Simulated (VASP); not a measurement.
**Sn3Se: single point with PBEsol**

Crystal: Sn3Se.

```xyz
4
Lattice="4.7880 -0.7366 -0.7366 -0.7366 4.7880 -0.7366 -0.7366 -0.7366 4.7880" Properties=species:S:1:pos:R:3 pbc="T T T"
Sn   -0.7366    2.0257    2.0257
Sn    2.0257   -0.7366    2.0257
Sn    2.0257    2.0257   -0.7366
Se    0.0000    0.0000    0.0000
```

This cell differs from its parent crystal: ratio of the length along [111] to the lengths across it x 0.6, volume and fractional coordinates fixed.

```
Program             : VASP 6.6.1
Task                : single point
Functional          : PBEsol
Potentials or basis : VASP PAW PBE potentials, release 64 (Sn_d, Se)
Cutoff              : 520 eV
k mesh              : 12 × 12 × 12
Occupations         : gaussian, width 0.15 eV
Spin                : no spin polarisation
```

| Property | Result |
| --- | --- |
| Pressure | 2.5 GPa |
| Band gap on the k mesh | zero (bands 24 and 25 overlap by 2.12 eV) |

Stress tensor (GPa, compression positive):
```
 2.49 -2.42 -2.42
-2.42  2.49 -2.42
-2.42 -2.42  2.49
```

Levels at points of the mesh, in eV from the Fermi level:
| k point | band 22 | band 23 | band 24 | band 25 | band 26 | band 27 |
| --- | --- | --- | --- | --- | --- | --- |
| (0.00, 0.00, 0.00) | -4.07 | -2.51 | -2.51 | -1.49 | 2.67 | 2.87 |
| (0.50, 0.00, 0.00) | -1.46 | -1.36 | 0.29 | 0.76 | 1.80 | 1.90 |
| (0.50, 0.50, 0.00) | -2.12 | -1.53 | -0.72 | -0.33 | 1.99 | 3.38 |
| (0.50, 0.50, 0.50) | -2.68 | -2.44 | -0.30 | -0.30 | 4.72 | 4.97 |

Run time: 3.9 min on 1 thread of Intel(R) Xeon(R) 6975P-C (Granite Rapids), with other jobs on the host, peak memory 0.56 GiB.

Caveat: the PAW data sets were made with another functional, which shifts forces and pressure a little; spin-orbit coupling is left out, which moves the levels of the heavy elements.
